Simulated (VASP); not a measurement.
A run of VASP 6.6.1 is set up as follows.

File INCAR:

```
  PREC = Accurate
  ENCUT = 520
  EDIFF = 1E-6
  ISMEAR = 0
  SIGMA = 0.02
  LREAL = F
  LASPH = T
  NELM = 60
  ALGO = Normal
  ISIF = 2
  LWAVE = F
  LCHARG = F
  GGA = PS
  IBRION = 2
  NSW = 60
  EDIFFG = -0.002
```

Contents of KPOINTS:

```
Automatic mesh
0
Gamma
  9 9 6
```

The input POSCAR:

```
C
1.0
    2.4612466107      0.0000000000      0.0000000000
   -1.2306233054      2.1315020899      0.0000000000
    0.0000000000      0.0000000000      4.1653029917
C
4
Direct
    0.3333333333      0.6666666667     -0.0001040124
    0.6666666667      0.3333333333      0.4998959876
    0.3333333333      0.6666666667      0.3741040124
    0.6666666667      0.3333333333      0.8741040124
```

Potentials or basis: VASP PAW PBE potentials, release 64 (C).

Run with:

```console
$ cat potpaw_PBE.64/C/POTCAR > POTCAR
$ mpirun -np 1 vasp_std > vasp.out
```

Question: Predict the energy gained by relaxing.

Answer: 0.0 meV/atom.

Question: Predict the band gap on the k mesh.

Answer: 2.87 eV (least direct gap 4.94 eV).

Step by step:
| step | energy change (eV) | largest force (eV/Å) | pressure (GPa) |
| --- | --- | --- | --- |
| 1 | 0.0000 | 0.0616 | 15.19 |
| 2 | 0.0006 | 0.1601 | 15.01 |
| 3 | -0.0001 | 0.0001 | 15.13 |

Caveat: the cell differs from its parent crystal (strained cell); the PAW data sets were made with another functional, which shifts forces and pressure a little; an odd mesh through Γ misses points on the zone boundary, where band edges can lie.
